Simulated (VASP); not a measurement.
A run of VASP 6.6.1:

File INCAR:

```
SYSTEM = BaZrO3
ALGO = Normal
EDIFF = 1E-7
EDIFFG = -0.002
ENCUT = 600
GGA = PS
IBRION = 2
ISIF = 3
ISMEAR = 0
LASPH = .True.
LCHARG = .False.
LREAL = .False.
LWAVE = .False.
NELM = 80
NSW = 100
PREC = Accurate
PSTRESS = 150.0
SIGMA = 0.01
```

The input KPOINTS:

```
k-points
0
Gamma
  4 4 4
  0 0 0
```

Contents of POSCAR:

```
BaZrO3
1.0
    4.1806150114      0.0000000000      0.0000000000
    0.0000000000      4.1806150114      0.0000000000
    0.0000000000      0.0000000000      4.1806150114
Ba Zr O
1 1 3
Direct
    0.0000000000      0.0000000000      0.0000000000
    0.5000000000      0.5000000000      0.5000000000
    0.0000000000      0.5000000000      0.5000000000
    0.5000000000      0.0000000000      0.5000000000
    0.5000000000      0.5000000000      0.0000000000
```

Potentials or basis: VASP PAW PBE potentials, release 64 (Ba_sv, Zr_sv, O).

The run is started by

```console
$ cat potpaw_PBE.64/Ba_sv/POTCAR potpaw_PBE.64/Zr_sv/POTCAR potpaw_PBE.64/O/POTCAR > POTCAR
$ mpirun -np 1 vasp_std > vasp.out
```

Hardware: 1 thread of Intel(R) Xeon(R) 6975P-C (Granite Rapids) (shared host).

Problem. Estimate the wall time of this run.

Solution. It took 60 s on 1 thread of Intel(R) Xeon(R) 6975P-C (Granite Rapids), on a shared host, peak memory 0.22 GiB. Counts: scf iterations 76, k points 10, ion steps 7.
